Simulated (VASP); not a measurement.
# Pd (C2/c) in VASP: a series of runs

Pd is run at these levels: PBE; tasks: single point, relaxation of cell and atoms.

Everything below comes from runs of VASP 6.6.1. Logs are shortened: lines on timing, memory, paths and dates and some standing lists are left out, and cuts for length are marked.

**1. The cell of the first run**

The structure is monoclinic, space group C2/c (No. 15). The conventional cell has a = 2.603 Å, b = 7.578 Å, c = 3.135 Å, α = 90.00°, β = 92.02°, γ = 90.00°. Pd (site symmetry 2) has 10 Pd at 2.53 to 3.14 Å within 3.3 Å.

**2. Single point, PBE**

Input file INCAR:

```
SYSTEM = Pd
PREC = Accurate
ENCUT = 520
EDIFF = 1E-6
ISMEAR = 0
SIGMA = 0.1
LREAL = .FALSE.
LASPH = .TRUE.
NELM = 60
ALGO = Normal
ISIF = 2
LWAVE = .FALSE.
LCHARG = .TRUE.
GGA = PE
LELF = .TRUE.
LVHAR = .TRUE.
NBANDS = 17
```

Input file KPOINTS:

```
Automatic mesh
0
G
  8 8 6
  0 0 0
```

Input file POSCAR:

```
Pd
1.0
    1.3014383714     -3.7890394812      0.0000000000
    1.3014383714      3.7890394812      0.0000000000
   -0.1105234539      0.0000000000      3.1335492958
Pd
2
Direct
    0.8690000000      0.1310000000      0.2500000000
    0.1310000000      0.8690000000      0.7500000000
```

Potentials or basis: VASP PAW PBE potentials, release 64 (Pd).

Command:

```sh
> cat potpaw_PBE.64/Pd/POTCAR > POTCAR
> mpirun -np 1 vasp_std > vasp.out
```

OUTCAR:

```text
SYSTEM = Pd
   PREC = Accurate
   ENCUT = 520
   EDIFF = 1E-6
   ISMEAR = 0
   LREAL = .FALSE.
   LASPH = .TRUE.
   NELM = 60
   ISIF = 2
   GGA = PE

 ion  position               nearest neighbor table
   1  0.869  0.131  0.250-   2 2.53   2 2.53   2 2.69   2 2.69   2 2.75   2 2.75
   2  0.131  0.869  0.750-   1 2.53   1 2.53   1 2.69   1 2.69   1 2.75   1 2.75

  LATTYP: Found a base centered monoclinic cell.
 ALAT       =     2.6028767428
 B/A-ratio  =     2.9114244397
 C/A-ratio  =     1.2046278548
 COS(beta)  =    -0.0352490928

  Lattice vectors:

 A1 = (   1.3014383714,  -3.7890394812,   0.0000000000)
 A2 = (   1.3014383714,   3.7890394812,   0.0000000000)
 A3 = (  -0.1105234539,   0.0000000000,   3.1335492958)

Analysis of symmetry for initial positions (statically):
=====================================================================
 Subroutine PRICEL returns:
 Original cell was already a primitive cell.

 Routine SETGRP: Setting up the symmetry group for a
 base centered monoclinic supercell.

 Subroutine GETGRP returns: Found  4 space group operations
 (whereof  2 operations were pure point group operations)
 out of a pool of  4 trial point group operations.

The static configuration has the point symmetry S_2 .
 The point group associated with its full space group is C_2h.

Analysis of symmetry for dynamics (positions and initial velocities):
=====================================================================
 Subroutine PRICEL returns:
 Original cell was already a primitive cell.

 Routine SETGRP: Setting up the symmetry group for a
 base centered monoclinic supercell.

 Subroutine GETGRP returns: Found  4 space group operations
 (whereof  2 operations were pure point group operations)
 out of a pool of  4 trial point group operations.

The dynamic configuration has the point symmetry S_2 .
 The point group associated with its full space group is C_2h.

 Subroutine INISYM returns: Found  4 space group operations
 (whereof  2 operations are pure point group operations),
 and found     1 'primitive' translations

----------------------------------------------------------------------------------------

                                     Primitive cell

  volume of cell :      30.9043

  direct lattice vectors                    reciprocal lattice vectors
     1.301438371 -3.789039481  0.000000000     0.384190301 -0.131959565  0.013550781
     1.301438371  3.789039481  0.000000000     0.384190301  0.131959565  0.013550781
    -0.110523454  0.000000000  3.133549296     0.000000000  0.000000000  0.319126941

  length of vectors
     4.006315268  4.006315268  3.135497827     0.406446968  0.406446968  0.319126941

  position of ions in fractional coordinates (direct lattice)
     0.869000000  0.131000000  0.250000000
     0.131000000  0.869000000  0.750000000

  ion indices of the primitive-cell ions
   primitive index   ion index
                 1           1
                 2           2

----------------------------------------------------------------------------------------

 KPOINTS: Automatic mesh

Automatic generation of k-mesh.
 Grid dimensions read from file:
 generate k-points for:    8    8    6

 Generating k-lattice:

  Cartesian coordinates                     Fractional coordinates (reciprocal lattice)
     0.048023788 -0.016494946  0.001693848     0.125000000 -0.000000000  0.000000000
     0.048023788  0.016494946  0.001693848    -0.000000000  0.125000000  0.000000000
     0.000000000  0.000000000  0.053187823     0.000000000  0.000000000  0.166666667

  Length of vectors
     0.050805871  0.050805871  0.053187823

  Shift w.r.t. Gamma in fractional coordinates (k-lattice)
     0.000000000  0.000000000  0.000000000

 Subroutine IBZKPT returns following result:
 ===========================================

 Found    114 irreducible k-points:

 Following reciprocal coordinates:
            Coordinates               Weight
  0.000000  0.000000  0.000000      1.000000
  0.125000  0.000000  0.000000      4.000000
  0.250000  0.000000  0.000000      4.000000
  0.375000  0.000000 -0.000000      4.000000
  0.500000  0.000000  0.000000      2.000000
  0.125000  0.125000  0.000000      2.000000
[... 16 lines left out ...]
  0.125000  0.000000  0.166667      4.000000
  0.250000  0.000000  0.166667      4.000000
 [... further k-points ...]
   k-points           NKPTS =    114   k-points in BZ     NKDIM =    114   number of bands    NBANDS=     17
   number of dos      NEDOS =    301   number of ions     NIONS =      2
   total plane-waves  NPLWV =  21600
   dimension x,y,z NGX =    30 NGY =   30 NGZ =   24
   dimension x,y,z NGXF=    60 NGYF=   60 NGZF=   48
   ions per type =               2
   NGX,Y,Z   is equivalent  to a cutoff of  12.45, 12.45, 12.72 a.u.
   NGXF,Y,Z  is equivalent  to a cutoff of  24.90, 24.90, 25.45 a.u.
 SYSTEM =  Pd
   PREC   = accura    normal or accurate (medium, high low for compatibility)
   ISTART =      0    job   : 0-new  1-cont  2-samecut
   ICHARG =      2    charge: 1-file 2-atom 10-const
   ISPIN  =      1    spin polarized calculation?
   LNONCOLLINEAR =      F non collinear calculations
   LSORBIT =      F    spin-orbit coupling
   LASPH  =      T    aspherical Exc in radial PAW
   ENCUT  =  520.0 eV  38.22 Ry    6.18 a.u.   7.45  7.45  5.83*2*pi/ulx,y,z
   NELM   =     60;   NELMIN=  2; NELMDL= -5     # of ELM steps
   EDIFF  = 0.1E-05   stopping-criterion for ELM
   LREAL  =      F    real-space projection
   EDIFFG = 0.1E-04   stopping-criterion for IOM
   NSW    =      0    number of steps for IOM
   IBRION =     -1    ionic relax: 0-MD 1-quasi-New 2-CG
   NFREE  =      0    steps in history (QN), initial steepest desc. (CG)
   ISIF   =      2    stress and relaxation
   ISYM   =      2    0-nonsym 1-usesym 2-fastsym
   POTIM  = 0.5000    time-step for ionic-motion
   TEBEG  =    0.0;   TEEND  =   0.0 temperature during run
   PSTRESS=    0.0 pullay stress
   NELECT =      20.0000    total number of electrons
   NUPDOWN=      -1.0000    fix difference up-down
   EMIN   =  10.00;   EMAX   =-10.00  energy-range for DOS
   EFERMI =   0.00;   METHOD = LEGACY
   ISMEAR =     0;   SIGMA  =   0.10  broadening in eV -4-tet -1-fermi 0-gaus
   EFERMI_NEDOS =   21; number of points for ismear=-14 and -15
   IALGO  =     38    algorithm
   IMIX   =      4    mixing-type and parameters
     AMIX     =   0.40;   BMIX     =  1.00
     AMIX_MAG =   1.60;   BMIX_MAG =  1.00
  volume/ion in A,a.u.               =      15.45       104.28
  Fermi-wavevector in a.u.,A,eV,Ry     =   1.416049  2.675945 27.282347  2.005196
  Thomas-Fermi vector in A             =   2.537424
   LORBIT       =      0    0 simple, 1 ext, 2 COOP (PROOUT), +10 PAW based schemes
   GGA     = PE    functional components
   LHFCALC =     F    Hartree Fock is set to
   AEXX    =    0.0000 exact exchange contribution
   IVDW    =     0    specifies the selected vdW correction
   LEPSILON=     F    determine dielectric tensor
   LRPA    =     F    only Hartree local field effects (RPA)
 non-spin polarized calculation
 Gauss-broadening in eV      SIGMA  =   0.10
  energy-cutoff  :      520.00
  volume of cell :       30.90
 maximum number of plane-waves:       844
 NGX is ok and might be reduce to    30
   NGX = 15   NGY = 15   NGZ = 11

 number of electron      20.0000005 magnetization

 Free energy of the ion-electron system (eV)
  ---------------------------------------------------
  ext. energy  EPLUGINS =         0.00000000
  ---------------------------------------------------
  free energy    TOTEN  =        -9.86380537 eV

  energy without entropy =       -9.84315904  energy(sigma->0) =       -9.85348221

 E-fermi :   9.2730     XC(G=0): -12.8277

 val. band max:        9.2697533001   @ k =   0.2500   0.1250   0.5000
 cond. band min:       9.2823575981   @ k =   0.5000   0.5000   0.0000
 fundamental gap:      0.0126042980
 Fermi energy:         9.2729787429

 k-point     1 :       0.0000    0.0000    0.0000
  band No.  band energies     occupation
      1       2.3078      2.00000
      2       3.8701      2.00000
      3       4.6263      2.00000
      4       4.8808      2.00000
      5       5.1815      2.00000
      6       7.8882      2.00000
[... 9 lines left out ...]
     16      26.6611      0.00000
     17      28.4719      0.00000

 k-point     2 :       0.1250    0.0000    0.0000
  band No.  band energies     occupation
      1       2.7669      2.00000
      2       4.0536      2.00000
      3       4.9746      2.00000
      4       4.9994      2.00000
      5       5.5609      2.00000
      6       7.3140      2.00000
[... 9 lines left out ...]
     16      26.0140      0.00000
     17      26.7883      0.00000

 k-point     3 :       0.2500    0.0000    0.0000
  band No.  band energies     occupation
      1       3.8293      2.00000
      2       4.4881      2.00000
      3       5.2363      2.00000
      4       5.7836      2.00000
      5       5.9094      2.00000
      6       6.8940      2.00000
[... 9 lines left out ...]
     16      23.9261      0.00000
     17      25.5538      0.00000

 k-point     4 :       0.3750    0.0000   -0.0000
  band No.  band energies     occupation
      1       4.4810      2.00000
      2       4.5739      2.00000
      3       5.4099      2.00000
      4       5.6539      2.00000
      5       6.0733      2.00000
      6       6.9847      2.00000
[... 9 lines left out ...]
     16      24.4851      0.00000
     17      25.5126      0.00000
[... 343 lines left out ...]
      1       2.8016      2.00000
      2       4.2065      2.00000
      3       4.4527      2.00000
      4       5.1922      2.00000
      5       5.2491      2.00000
      6       7.5424      2.00000
[... 9 lines left out ...]
     16      26.3438      0.00000
     17      28.7733      0.00000

 k-point    23 :       0.1250    0.0000    0.1667
  band No.  band energies     occupation
      1       3.2671      2.00000
      2       4.4030      2.00000
      3       4.7051      2.00000
      4       5.3660      2.00000
      5       5.6289      2.00000
      6       6.8555      2.00000
[... 9 lines left out ...]
     16      25.7355      0.00000
     17      26.9118      0.00000

 k-point    24 :       0.2500    0.0000    0.1667
  band No.  band energies     occupation
      1       4.2146      2.00000
      2       4.7901      2.00000
      3       5.0458      2.00000
      4       5.7006      2.00000
      5       6.0314      2.00000
      6       6.7129      2.00000
[... 9 lines left out ...]
     16      24.0172      0.00000
     17      25.9123      0.00000

 [... further k-points ...]
[... 5 lines left out ...]
  --------------------------------------------------------------------------------------
  -------------------------------------------------------------------------------------
  Total        3.1054044      2.6390975      0.8130026      0.0000000      0.0000000      0.1010960
  in kB      160.9939238    136.8191054     42.1486107      0.0000000      0.0000000      5.2411336
  external PRESSURE =     113.3205466 kB  Pullay stress =       0.0000000 kB

 VOLUME and BASIS-vectors are now :
 -----------------------------------------------------------------------------
  energy-cutoff  :      520.00
  volume of cell :       30.90
      direct lattice vectors                 reciprocal lattice vectors
     1.301438371 -3.789039481  0.000000000     0.384190301 -0.131959565  0.013550781
     1.301438371  3.789039481  0.000000000     0.384190301  0.131959565  0.013550781
    -0.110523454  0.000000000  3.133549296     0.000000000  0.000000000  0.319126941

 POSITION                                       TOTAL-FORCE (eV/Angst)
 -----------------------------------------------------------------------------------
      1.27381     -2.79631      0.78339         0.000000      0.694400      0.000000
      1.21855      2.79631      2.35016        -0.000000     -0.694400     -0.000000
 -----------------------------------------------------------------------------------
    total drift:                                0.000000      0.000000     -0.000000

  FREE ENERGIE OF THE ION-ELECTRON SYSTEM (eV)
  ---------------------------------------------------
  free  energy   TOTEN  =        -9.8638053694 eV

  energy  without entropy=       -9.8431590439  energy(sigma->0) =       -9.85348221
```

It took 82 s on 1 thread of AMD EPYC 7R43 (Zen 3), shared host; peak memory 0.15 GiB.

What came out:

| Item | Value |
| --- | --- |
| Free energy | -9.8638 eV |
| Pressure | 11.3 GPa |
| Largest force | 0.694 eV/Å |
| Band gap on the k mesh | zero (band 10 reaches 9.76 eV, above the bottom of band 11 at 8.89 eV) |

Forces in eV/Å, atoms in the order of the input:
```
Pd   0.000  0.694  0.000
Pd   0.000 -0.694  0.000
```

Levels at points of the mesh, in eV from the Fermi level:
| k point | band 6 | band 7 | band 8 | band 9 | band 10 | band 11 | band 12 | band 13 | band 14 | band 15 |
| --- | --- | --- | --- | --- | --- | --- | --- | --- | --- | --- |
| (0.00, 0.00, 0.00) | -1.38 | -1.16 | -1.03 | -0.72 | -0.61 | 0.69 | 4.13 | 8.94 | 11.23 | 16.79 |
| (0.50, 0.00, 0.00) | -1.78 | -1.55 | -1.50 | -1.25 | -0.05 | 2.15 | 4.75 | 6.13 | 11.68 | 14.54 |
| (0.50, 0.50, 0.00) | -2.27 | -1.99 | -1.90 | -1.56 | -1.30 | -0.16 | 0.01 | 14.02 | 14.34 | 15.63 |
| (0.00, 0.00, 0.50) | -2.67 | -2.30 | -2.30 | 0.05 | 0.05 | 0.43 | 0.43 | 11.44 | 11.44 | 12.38 |
| (0.50, 0.00, 0.50) | -1.89 | -1.01 | -0.93 | 0.11 | 0.15 | 4.50 | 5.11 | 8.97 | 9.67 | 10.61 |
| (0.50, 0.50, 0.50) | -1.44 | -1.09 | -1.09 | -0.99 | -0.99 | 0.29 | 0.29 | 5.87 | 5.87 | 19.34 |

(Part 1 of 2 ends here.)
